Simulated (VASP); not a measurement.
# Cu: single point with PBEsol

Cu:

```
Cu
1.0
    -1.34181    1.34181    1.34181
     1.34181   -1.34181    1.34181
     1.34181    1.34181   -1.34181
Cu
1
Direct
  0.00000 0.00000 0.00000
```

This isn't the form of Cu at room conditions, which is fcc.

```yaml
Program: VASP 6.6.1
Task: single point
Functional: PBEsol
Potentials_or_basis: VASP PAW PBE potentials, release 64 (Cu)
Cutoff: 600 eV
k_mesh: 12 × 12 × 12
Occupations: fermi-dirac, width 0.1 eV
Spin: no spin polarisation
Dipole_correction: no
Further_INCAR_settings: ALGO = Normal; EDIFF = 1e-06; NBANDS = 12
```

```json
{"Pressure": "40.9 GPa", "Band gap on the k mesh": "zero (an odd number of electrons rules out a gap without spin polarisation)"}
```

Levels at points of the mesh, in eV from the Fermi level:
```
           k point  band 1  band 2  band 3  band 4  band 5  band 6  band 7  band 8  band 9  band 10
(0.00, 0.00, 0.00)  -11.12   -3.92   -3.92   -3.92   -2.56   -2.56   26.89   26.89   26.89    32.09
(0.50, 0.00, 0.00)   -6.44   -4.90   -2.60   -2.40   -1.55   -1.26    5.45   19.04   20.10    23.86
(0.50, 0.50, 0.50)   -6.04   -6.04   -1.79   -1.79   -1.79    9.02    9.02    9.02   15.14    15.14
```

Run time: 7.1 s on 1 thread of Intel(R) Xeon(R) Platinum 8375C CPU @ 2.90GHz (Ice Lake), on a shared host, peak memory 0.13 GiB.

Caveat: the cell stands under pressure; the PAW data sets were made with another functional, which shifts forces and pressure a little.
